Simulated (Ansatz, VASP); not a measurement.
**B: VASP beside Ansatz**

File INCAR:

```
PREC = Accurate
ENCUT = 500
EDIFF = 1E-6
ISMEAR = 1
SIGMA = 0.1
LREAL = F
LASPH = T
NELM = 120
ALGO = Normal
ISIF = 2
LWAVE = F
LCHARG = F
GGA = PS
NBANDS = 8
GGA_COMPAT = F
```

File KPOINTS:

```
regular mesh
0
Gamma
  23 23 10
```

File POSCAR:

```
B
1.0
    1.7024300000      0.0000000000      0.0000000000
   -0.8512200000      1.4743500000      0.0000000000
    0.0000000000      0.0000000000      3.5990658000
B
1
Direct
    0.0000000000      0.0000000000      0.0000000000
```

Input for Ansatz:

```yaml
crystal:
  lattice:
    - [1.70243, 0.0, 0.0]
    - [-0.85122, 1.47435, 0.0]
    - [0.0, 0.0, 3.5990658]
  atoms:
    - { symbol: B, position: [0.0, 0.0, 0.0] }
basis:
  ecutwfc: 550.0
kpoints:
  mp_grid:
    grid: [23, 23, 10]
hamiltonian:
  xc: pbesol
scf:
  occupations:
    method: cold
output:
  stress: true
```

Alike in both runs: task single point; functional PBEsol; k mesh 23 × 23 × 10; no spin polarisation.

```csv
,VASP,Ansatz
version,VASP 6.6.1,Ansatz 0.2.0
potentials or method,"VASP PAW PBE potentials, release 64 (B), cutoff 500 eV","plane waves, PAW"
occupations,"methfessel-paxton of order 1, width 0.1 eV",cold
valence electrons in the cell,3,3
```

|  | VASP | Ansatz | Ansatz less VASP |
| --- | --- | --- | --- |
| pressure (GPa) | 1.5 | 1.2 | -0.25 |
| traceless stress, the component that is largest in VASP (GPa) | -2.06 | -1.72 | +0.346 |

VASP's potentials were made for PBE, not for PBEsol.
